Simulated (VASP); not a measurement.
Crystal: Ta2SiO3.

```
CELL_PARAMETERS angstrom
2.88198 0.00000 0.00000
0.00000 2.88198 0.00000
0.00000 0.00000 8.72557
ATOMIC_POSITIONS crystal
Ta 0.50000 0.50000 0.32482
Ta 0.50000 0.50000 0.67518
Si 0.50000 0.50000 0.00000
O 0.00000 0.00000 0.83907
O 0.00000 0.00000 0.16093
O 0.00000 0.00000 0.50000
```

The cell was generated, and may not be a known phase.

| Quantity | Value |
| --- | --- |
| Program | VASP 6.6.1 |
| Task | relaxation of cell and atoms |
| Functional | PBE |
| Potentials or basis | VASP PAW PBE potentials, release 64 (Ta_pv, Si, O) |
| Cutoff | 600 eV |
| k mesh | 6 × 6 × 2 |
| Occupations | gaussian, width 0.1 eV |
| Spin | no spin polarisation |

At the start: pressure -12.7 GPa; volume 12.08 Å³/atom.

Question: How do energy, volume and symmetry change on relaxing?

Answer: Over 36 steps the energy falls by 686.5 meV/atom and the volume is 13.57 Å³/atom (+12.3 %); space group P4/mmm (No. 123, to 0.1 Å) before and after.

Step by step:
```csv
step,energy change (eV),largest force (eV/Å),pressure (GPa),volume (Å³)
1,0.0000,3.0882,-12.75,72.47
2,-1.0823,2.9170,15.44,62.85
3,-1.0829,2.9377,14.97,62.94
4,-1.8537,1.8347,17.84,63.50
5,-1.8274,2.8228,30.63,64.65
6,-2.1408,2.6097,23.12,64.06
7,-2.8750,1.5915,1.40,70.46
8,-2.9267,1.3688,-5.01,73.23
9,-3.1477,1.4532,-2.84,72.66
10,-3.3131,1.4805,0.93,71.86
11,-3.3225,2.2068,11.75,70.07
12,-3.3675,1.7647,6.76,70.87
13,-3.5229,1.6835,4.36,71.67
14,-3.7802,1.3575,-0.62,74.08
15,-3.7810,1.2297,-0.29,73.86
16,-3.7815,1.2756,-0.41,73.94
17,-3.8375,1.1302,0.22,74.19
18,-3.9336,1.0186,2.52,74.96
19,-4.0048,0.3542,2.03,75.87
20,-4.0455,0.6351,1.67,77.29
21,-4.0658,0.5781,-0.21,78.44
22,-4.0753,0.5015,-2.44,79.91
23,-4.0970,0.2100,-1.55,80.01
24,-4.1072,0.3145,-0.38,80.12
25,-4.1121,0.1154,0.80,79.95
26,-4.1123,0.0688,1.08,79.91
27,-4.1152,0.0951,0.39,80.40
28,-4.1155,0.1391,0.08,80.62
29,-4.1164,0.0449,-0.24,80.82
30,-4.1165,0.0627,-0.43,80.94
31,-4.1172,0.0683,-0.22,80.93
32,-4.1178,0.0797,0.22,80.90
33,-4.1183,0.0542,0.24,80.99
34,-4.1185,0.0512,0.26,81.10
35,-4.1190,0.0403,-0.07,81.32
36,-4.1190,0.0360,-0.20,81.40
```

Final structure:
```yaml
crystal:
  lattice:
    - [2.73139, 0.00000, 0.00000]
    - [0.00000, 2.73139, 0.00000]
    - [0.00000, 0.00000, 10.91096]
  atoms:
    - { symbol: Ta, position: [0.50000, 0.50000, 0.36845] }
    - { symbol: Ta, position: [0.50000, 0.50000, 0.63155] }
    - { symbol: Si, position: [0.50000, 0.50000, 0.00000] }
    - { symbol: O, position: [0.00000, 0.00000, 0.72397] }
    - { symbol: O, position: [0.00000, 0.00000, 0.27603] }
    - { symbol: O, position: [0.00000, 0.00000, 0.50000] }
```

Caveat: the k points lie up to 0.38 Å⁻¹ apart in the final cell, too coarse for converged energies and pressures of a metal; a cell axis changed by over 15 % at a fixed basis, so the end point is rough.
